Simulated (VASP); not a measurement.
Wanted: the native input for a VASP 6.6.1 run.

```yaml
Task: single point
Functional: PBE
Potentials_or_basis: VASP PAW PBE potentials, release 64 (Mg, O)
Cutoff: 600 eV
k_mesh: 8 × 8 × 8
Occupations: fermi-dirac, width 0.001 eV
Spin: no spin polarisation
Dipole_correction: no
Further_INCAR_settings: ALGO = Normal; EDIFF = 1e-06; NBANDS = 11
```

The structure of MgO lies in POSCAR:

```
MgO
1.0
    0.0000000000      2.1056500000      2.1056500000
    2.1056500000      0.0000000000      2.1056500000
    2.1056500000      2.1056500000      0.0000000000
Mg O
1 1
Direct
    0.0000000000      0.0000000000      0.0000000000
    0.5000000000      0.5000000000      0.5000000000
```

These files were run (other wordings do the same):

INCAR

```
SYSTEM = MgO
PREC = Accurate
ENCUT = 600
EDIFF = 1E-6
ISMEAR = -1
SIGMA = 0.001
LREAL = .FALSE.
LASPH = .TRUE.
NELM = 120
ALGO = Normal
ISIF = 2
LWAVE = .FALSE.
LCHARG = .FALSE.
GGA = PE
NBANDS = 11
GGA_COMPAT = .FALSE.
```

KPOINTS

```
regular mesh
0
G
  8 8 8
  0 0 0
```

Potentials or basis: VASP PAW PBE potentials, release 64 (Mg, O).

Run with:

```console
$ cat potpaw_PBE.64/Mg/POTCAR potpaw_PBE.64/O/POTCAR > POTCAR
$ mpirun -np 1 vasp_std > vasp.out
```

It gave:

The pressure is 3.8 GPa. The band gap on the k mesh is 4.73 eV, direct.

It took 7.7 s on 1 thread of Intel Xeon 8259CL, with other jobs on the host, peak memory 0.14 GiB.
